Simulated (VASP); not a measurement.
Wanted: the native input for a VASP 6.6.1 run.

```
Task                   : single point
Functional             : PBE
Potentials or basis    : VASP PAW PBE potentials, release 64 (Li_sv, Cl)
Cutoff                 : 520 eV
k mesh                 : 8 × 8 × 8
Occupations            : fermi-dirac, width 0.02 eV
Spin                   : no spin polarisation
Dipole correction      : no
Further INCAR settings : ALGO = Normal; EDIFF = 1e-07; NBANDS = 12
```

The structure of LiCl lies in POSCAR:

```
LiCl
1.0
    3.4340255319      0.0000000000      0.0000000000
    0.0000000000      3.4340255319      0.0000000000
    0.0000000000      0.0000000000      3.2711235777
Li Cl
1 1
Direct
    0.0000000000      0.0000000000      0.0000000000
    0.5000000000      0.5000000000      0.5000000000
```

This cell differs from its parent crystal: biaxial xy strain +5.0%.

These files were run (other wordings do the same):

INCAR

```
ALGO = Normal
EDIFF = 1E-7
ENCUT = 520
GGA = PE
ISIF = 2
ISMEAR = -1
LASPH = True
LCHARG = True
LELF = True
LREAL = False
LVHAR = True
LWAVE = False
NBANDS = 12
NELM = 80
PREC = Accurate
SIGMA = 0.02
```

KPOINTS

```
k-points
0
Gamma
  8 8 8
```

Potentials or basis: VASP PAW PBE potentials, release 64 (Li_sv, Cl).

Launch:

```sh
$ cat potpaw_PBE.64/Li_sv/POTCAR potpaw_PBE.64/Cl/POTCAR > POTCAR
$ mpirun -np 1 vasp_std > vasp.out
```

Results of the run:

```yaml
Band_gap_on_the_k_mesh: 3.81 eV (least direct gap 4.39 eV)
```

Caveat: the cell differs from its parent crystal (biaxial xy strain +5.0%); the structure was generated, so it needn't be the stable form of LiCl.

Run time: 34 s on 1 thread of Intel Xeon 8259CL, with other jobs on the host, peak memory 0.16 GiB.
